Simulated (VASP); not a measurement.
Input of a VASP 6.6.1 run:

File INCAR:

```
PREC = Accurate
ENCUT = 520
EDIFF = 1E-7
ISMEAR = -1
SIGMA = 0.1
LREAL = F
LASPH = T
NELM = 150
ALGO = Normal
ISIF = 2
LWAVE = F
LCHARG = F
MAGMOM = 0 0 0
LORBIT = 11
LSORBIT = T
GGA_COMPAT = F
LORBMOM = T
NBANDS = 15
```

KPOINTS

```
Automatic mesh
0
Gamma
  13 13 13
```

POSCAR

```
Si
1.0
    2.4995034893      0.0000000000      0.0000000000
    0.0000000000      2.4995034893      0.0000000000
    0.0000000000      0.0000000000      2.4995034893
Si
1
Direct
    0.0000000000      0.0000000000      0.0000000000
```

Potentials or basis: VASP PAW LDA potentials, release 64 (Si).

The run is started by

```bash
$ cat potpaw_LDA.64/Si/POTCAR > POTCAR
$ mpirun -np 1 vasp_ncl > vasp.out
```

What does it give for the pressure?

0.8 GPa.

What does it give for the net moment?

0.00 μB per cell.

Moments on the atoms (μB; x, y, z):
```
Si  0.00 0.00 0.00
```
